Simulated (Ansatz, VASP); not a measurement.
# Two plane-wave programs on AlAs5

The input INCAR:

```
PREC     = Accurate       # precision mode
ENCUT    = 520            # plane-wave cutoff, eV
EDIFF    = 1E-7           # SCF threshold, eV
ISMEAR   = 0              # smearing method
SIGMA    = 0.1            # smearing width, eV
LREAL    = F              # projectors in reciprocal space
LASPH    = T              # aspherical terms in the spheres
NELM     = 60             # most SCF steps
ALGO     = Normal         # electronic algorithm
ISIF     = 2              # what is computed and relaxed
LWAVE    = F              # write WAVECAR
LCHARG   = F              # write CHGCAR
GGA      = PE             # functional
NBANDS   = 23             # bands
```

Contents of KPOINTS:

```
regular mesh
0
Gamma
  4 4 4
```

Contents of POSCAR:

```
AlAs5
1.0
    0.0000000000      3.9898975000      3.9898975000
    3.9898975000      0.0000000000      3.9898975000
    3.9898975000      3.9898975000      0.0000000000
Al As
1 5
Direct
    0.0000000000      0.0000000000      0.0000000000
    0.2500000000      0.2500000000      0.2500000000
    0.1277616000      0.6240794700      0.6240794700
    0.6240794700      0.6240794700      0.6240794700
    0.6240794700      0.6240794700      0.1277616000
    0.6240794700      0.1277616000      0.6240794700
```

Input for Ansatz:

```yaml
crystal:
  lattice:
    - [0.0, 3.9898975, 3.9898975]
    - [3.9898975, 0.0, 3.9898975]
    - [3.9898975, 3.9898975, 0.0]
  atoms:
    - { symbol: Al, position: [0.0, 0.0, 0.0] }
    - { symbol: As, position: [0.25, 0.25, 0.25] }
    - { symbol: As, position: [0.1277616, 0.62407947, 0.62407947] }
    - { symbol: As, position: [0.62407947, 0.62407947, 0.62407947] }
    - { symbol: As, position: [0.62407947, 0.62407947, 0.1277616] }
    - { symbol: As, position: [0.62407947, 0.1277616, 0.62407947] }
basis:
  ecutwfc: 420
kpoints:
  mp_grid: { grid: [4, 4, 4] }
hamiltonian:
  xc: pbe
scf:
  occupations: { method: gaussian, width: 0.1 }
  lower_state_search: "off"
output:
  forces: true
  stress: true
  eigenvalues: true
```

Change from the starting cell: species swapped into the TmCu5 type (F-43m, No. 216).

Alike in both runs: task single point; functional PBE; k mesh 4 × 4 × 4; occupations gaussian, width 0.1 eV; no spin polarisation.

```csv
,VASP,Ansatz
version,VASP 6.6.1,Ansatz 0.2.0
potentials or method,"VASP PAW PBE potentials, release 64 (Al, As), cutoff 520 eV","scalar-relativistic, plane waves, PAW"
valence electrons in the cell,28,78
```

Ansatz gave:

- gap on the k mesh at the Fermi level (eV): none
- pressure (GPa): -3.7
- rms of the force components (eV/Å): 0.028

What did VASP give for the same quantities?

gap on the k mesh at the Fermi level (eV): none; pressure (GPa): -3.6; rms of the force components (eV/Å): 0.027.

Atom by atom the forces differ by 0.001 eV/Å (rms over components). A gap of «none» marks a metal or a gap that the smearing closes. With one functional, cell and mesh, what is left measures potentials, basis and numerics. VASP's potentials hold 28 valence electrons a cell and Ansatz's 78, so a difference there can come from the potentials and not from the codes.
